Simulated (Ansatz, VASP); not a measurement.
**One calculation of CdO2, two programs**

The input POSCAR:

```
CdO2
1.0
    3.4292481597      0.0000000000      0.0000000000
   -1.7146240798      2.9698155394      0.0000000000
    0.0000000000      0.0000000000      4.0920140466
Cd O
1 2
Direct
    0.0000000000      0.0000000000      0.0000000000
    0.6666666667      0.3333333333      0.7557810000
    0.3333333333      0.6666666667      0.2442190000
```

INCAR.step1

```
PREC = Accurate
ENCUT = 520
ISMEAR = 0
SIGMA = 0.02
LREAL = F
LASPH = T
NELM = 80
NBANDS = 19
GGA = PE
ALGO = Normal
EDIFF = 1E-4
LWAVE = T
LCHARG = F
```

File INCAR.step2:

```
PREC = Accurate
ENCUT = 520
EDIFF = 1E-6
ISMEAR = 0
SIGMA = 0.02
LREAL = F
LASPH = T
NELM = 80
ALGO = Normal
ISIF = 2
LWAVE = F
LCHARG = T
METAGGA = R2SCAN
LMIXTAU = T
LELF = T
LVHAR = T
NBANDS = 19
ISTART = 1
```

KPOINTS

```
regular mesh
0
Gamma
  10 10 7
```

Input for Ansatz:

```yaml
crystal:
  lattice:
    - [3.429248159659924, 0.0, 0.0]
    - [-1.714624079829962, 2.9698155393632413, 0.0]
    - [0.0, 0.0, 4.092014046576175]
  atoms:
    - { symbol: Cd, position: [0.0, 0.0, 0.0] }
    - { symbol: O, position: [0.6666666666666666, 0.3333333333333333, 0.755781] }
    - { symbol: O, position: [0.3333333333333333, 0.6666666666666666, 0.244219] }
basis:
  ecutwfc: 600.0
kpoints:
  mp_grid:
    grid: [10, 10, 7]
hamiltonian:
  xc: r2scan
scf:
  max_iter: 150
  mixing:
    algorithm: broyden
    beta: 0.6
    ndim: 8
  occupations:
    method: gaussian
    width: 0.02
output:
  stress: true
```

Alike in both runs: task single point; functional r2SCAN; k mesh 10 × 10 × 7; occupations gaussian, width 0.02 eV; no spin polarisation.

|  | VASP | Ansatz |
| --- | --- | --- |
| version | VASP 6.6.1 | Ansatz 0.2.0 |
| potentials or method | VASP PAW PBE potentials, release 64 (Cd, O), cutoff 520 eV | plane waves, PAW |
| valence electrons in the cell | 24 | 32 |

Ansatz gave:

- pressure (GPa): -7.0
- traceless stress, the component that is largest in VASP (GPa): -0.59

Task: What did VASP give for the same quantities?

Result: Pressure (GPa): -5.3; traceless stress, the component that is largest in VASP (GPa): -1.44.

VASP's potentials were made for PBE, not for r2SCAN. With one functional, cell and mesh, what is left measures potentials, basis and numerics. VASP's potentials hold 24 valence electrons a cell and Ansatz's 32, so a difference there can come from the potentials and not from the codes.
